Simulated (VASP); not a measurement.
Here is a VASP 6.6.1 calculation.

The input INCAR:

```
PREC = Accurate
ENCUT = 520
EDIFF = 1E-6
ISMEAR = 0
SIGMA = 0.1
LREAL = F
LASPH = T
NELM = 150
ALGO = Normal
ISIF = 2
LWAVE = F
LCHARG = F
ISPIN = 2
MAGMOM = 0 0 0 0 0 0 1 1 1 1 1 1
LORBIT = 11
GGA = PE
NBANDS = 65
```

Contents of KPOINTS:

```
regular mesh
0
Gamma
  6 6 1
```

POSCAR

```
MgCd5O6
1.0
    3.3029701000      0.0000000000      0.0000000000
   -1.6514850000      2.8604560000      0.0000000000
    0.0000000000      0.0000000000     16.3892462000
Mg Cd O
1 5 6
Direct
    0.0000000000      0.0000000000      0.5000000000
    0.6666667000      0.3333333000      0.6574450000
    0.3333333000      0.6666667000      0.3425550000
    0.6666667000      0.3333333000      0.1712630000
    0.0000000000      0.0000000000      0.0000000000
    0.3333333000      0.6666667000      0.8287370000
    0.3333333000      0.6666667000      0.5691900000
    0.6666667000      0.3333333000      0.4308100000
    0.0000000000      0.0000000000      0.2570790000
    0.3333333000      0.6666667000      0.0856770000
    0.6666667000      0.3333333000      0.9143230000
    0.0000000000      0.0000000000      0.7429210000
```

Potentials or basis: VASP PAW PBE potentials, release 64 (Mg, Cd, O).

Launch:

```sh
$ cat potpaw_PBE.64/Mg/POTCAR potpaw_PBE.64/Cd/POTCAR potpaw_PBE.64/O/POTCAR > POTCAR
$ mpirun -np 1 vasp_std > vasp.out
```

(1) Estimate the largest force.

(2) Estimate the band gap on the k mesh.

(3) Estimate the net moment.

(4) Estimate the pressure.

Answers

(1) 0.084 eV/Å.

(2) zero (filled and empty bands overlap).

(3) 0.00 μB per cell.

(4) 1.1 GPa.

Caveat: the k points lie up to 0.38 Å⁻¹ apart; semilocal functionals underestimate gaps, so a narrow gap can read as zero.
